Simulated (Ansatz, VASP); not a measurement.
## CdS in VASP and in Ansatz

INCAR

```
SYSTEM = CdS
PREC = Accurate ; ENCUT = 520
EDIFF = 1E-7 ; ISMEAR = -1
SIGMA = 0.03 ; LREAL = .FALSE.
LASPH = .TRUE. ; NELM = 150
ALGO = Normal ; ISIF = 2
LWAVE = .FALSE. ; LCHARG = .FALSE.
MAGMOM = 0 0 0 0 0 0 ; LORBIT = 11
LSORBIT = .TRUE. ; GGA_COMPAT = .FALSE.
LORBMOM = .TRUE. ; GGA = PE
NBANDS = 30
```

File KPOINTS:

```
Automatic mesh
0
G
  9 9 9
  0 0 0
```

File POSCAR:

```
CdS
1.0
    0.0000000000      2.9100000000      2.9100000000
    2.9100000000      0.0000000000      2.9100000000
    2.9100000000      2.9100000000      0.0000000000
Cd S
1 1
Direct
    0.0000000000      0.0000000000      0.0000000000
    0.7500000000      0.7500000000      0.7500000000
```

Input for Ansatz:

```yaml
crystal:
  lattice:
    - [0.0, 2.91, 2.91]
    - [2.91, 0.0, 2.91]
    - [2.91, 2.91, 0.0]
  atoms:
    - { symbol: Cd, position: [0.0, 0.0, 0.0] }
    - { symbol: S, position: [0.75, 0.75, 0.75] }
kpoints:
  mp_grid: { grid: [9, 9, 9] }
  band_path:
    path:
      - [0.0, 0.0, 0.0]
      - [-0.5, -0.5, 0.0]
      - [-0.375, -0.375, 0.25]
      - [-0.375, 0.0, 0.375]
      - [0.0, 0.0, 0.0]
      - [0.0, 0.0, 0.5]
      - [-0.5, -0.25, 0.25]
      - [-0.5, -0.5, 0.0]
    npoints: 5
scf:
  occupations: { method: fermi_dirac, width: 0.03 }
hamiltonian:
  xc: pbe
  pseudopotentials: { kind: all_electron, lapw: { basis_error: 0.0005 } }
output:
  forces: true
  stress: true
  eigenvalues: true
magnetization:
  noncollinear: true
  spin_orbit: true
```

Alike in both runs: task single point; functional PBE; k mesh 9 × 9 × 9; occupations fermi-dirac, width 0.03 eV; non-collinear spin, spin-orbit coupling.

```csv
,VASP,Ansatz
version,VASP 6.6.1,Ansatz 0.2.0
potentials or method,"VASP PAW PBE potentials, release 64 (Cd, S), cutoff 520 eV",all-electron LAPW
```

|  | VASP | Ansatz | Ansatz less VASP |
| --- | --- | --- | --- |
| pressure (GPa) | 3.6 | 3.3 | -0.36 |
| net moment per atom (μB) | 0.00 | 0.00 | 0.000 |

Ansatz ran all-electron here, and VASP with PAW potentials.
